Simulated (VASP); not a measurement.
**ZnBi3: single point with PBE**

ZnBi3:

```
Zn Bi
1.0
     4.76137    0.00000    0.00000
     0.00000    4.76137    0.00000
     0.00000    0.00000    4.76137
Zn Bi
1 3
Direct
  0.00000 0.00000 0.00000
  0.00000 0.50000 0.50000
  0.50000 0.00000 0.50000
  0.50000 0.50000 0.00000
```

This cell differs from its parent crystal: strained.

* Program: VASP 6.6.1
* Task: single point
* Functional: PBE
* Potentials or basis: VASP PAW PBE potentials, release 64 (Zn, Bi_d)
* Cutoff: 520 eV
* k mesh: 10 × 10 × 10
* Occupations: gaussian, width 0.1 eV
* Spin: no spin polarisation
* Dipole correction: no
* Further INCAR settings: ALGO = Fast; EDIFF = 1e-06; NBANDS = 36

```yaml
Pressure: 4.1 GPa
Band_gap_on_the_k_mesh: zero (an odd number of electrons rules out a gap without spin polarisation)
```

Levels at points of the mesh, in eV from the Fermi level:
| k point | band 25 | band 26 | band 27 | band 28 | band 29 | band 30 | band 31 | band 32 |
| --- | --- | --- | --- | --- | --- | --- | --- | --- |
| (0.00, 0.00, 0.00) | -4.15 | -4.15 | -2.35 | 1.02 | 1.02 | 1.02 | 2.39 | 2.39 |
| (0.50, 0.00, 0.00) | -2.71 | -2.71 | -1.48 | -1.48 | -0.60 | -0.52 | 2.82 | 2.87 |
| (0.50, 0.50, 0.00) | -2.75 | -1.33 | -1.33 | -1.00 | -0.62 | -0.62 | 0.47 | 2.21 |
| (0.50, 0.50, 0.50) | -4.72 | -4.72 | -4.72 | -3.16 | 4.30 | 4.30 | 4.72 | 4.72 |

Run time: 4.2 min on 1 thread of Intel Xeon 8259CL, with other jobs on the host, peak memory 0.33 GiB.

Caveat: the cell differs from its parent crystal (strained); the cell stands under pressure; spin-orbit coupling is left out, which moves the levels of the heavy elements.
